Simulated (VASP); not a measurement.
Wanted: the native input for a VASP 6.6.1 run.

```yaml
Task: single point
Functional: PBEsol
Potentials_or_basis: VASP PAW PBE potentials, release 64 (Al, Cu)
Cutoff: 520 eV
k_mesh: 8 × 8 × 8
Occupations: gaussian, width 0.1 eV
Spin: no spin polarisation
Dipole_correction: no
Further_INCAR_settings: ALGO = Fast; EDIFF = 1e-07; NBANDS = 46
```

The structure of AlCu3 lies in POSCAR:

```
AlCu3
1.0
    4.0086151936      0.0000000000      0.0000000000
    0.0000000000      4.9135883104      0.0000000000
    0.0000000000      0.0000000000      4.5800654705
Al Cu
2 6
Direct
    0.0000000000      0.0000000000      0.6586427730
    0.5000000000      0.5000000000      0.3413572270
    0.0000000000      0.5000000000      0.6625345192
    0.5000000000      0.0000000000      0.3374654808
    0.0000000000      0.2512499671      0.1584326322
    0.0000000000      0.7487500329      0.1584326322
    0.5000000000      0.2487500329      0.8415673678
    0.5000000000      0.7512499671      0.8415673678
```

This cell differs from its parent crystal: biaxial strain in the a-b plane: -4.0 %.

One way to write it, as run:

INCAR

```
SYSTEM = AlCu3
PREC     = Accurate       ! precision mode
ENCUT    = 520            ! plane-wave cutoff, eV
EDIFF    = 1E-7           ! SCF threshold, eV
ISMEAR   = 0              ! smearing method
SIGMA    = 0.1            ! smearing width, eV
LREAL    = .False.        ! projectors in reciprocal space
LASPH    = .True.         ! aspherical terms in the spheres
NELM     = 80             ! most SCF steps
ALGO     = Fast           ! electronic algorithm
ISIF     = 2              ! what is computed and relaxed
LWAVE    = .False.        ! write WAVECAR
LCHARG   = .False.        ! write CHGCAR
GGA      = PS             ! functional
NBANDS   = 46             ! bands
```

KPOINTS

```
regular mesh
0
Gamma
  8 8 8
  0 0 0
```

Potentials or basis: VASP PAW PBE potentials, release 64 (Al, Cu).

Launch:

```bash
$ cat potpaw_PBE.64/Al/POTCAR potpaw_PBE.64/Cu/POTCAR > POTCAR
$ mpirun -np 1 vasp_std > vasp.out
```

It gave:

```yaml
Pressure: 11.3 GPa
Largest_force: 0.073 eV/Å
Band_gap_on_the_k_mesh: zero (bands 36 and 37 overlap by 4.47 eV)
```

Caveat: the cell differs from its parent crystal (biaxial strain in the a-b plane: -4.0 %); the stress differs along the axes, from 4 to 16 GPa; the PAW data sets were made with another functional, which shifts forces and pressure a little.

It took 4.9 min on 1 thread of Intel(R) Xeon(R) 6975P-C (Granite Rapids), on a shared host, peak memory 0.47 GiB.
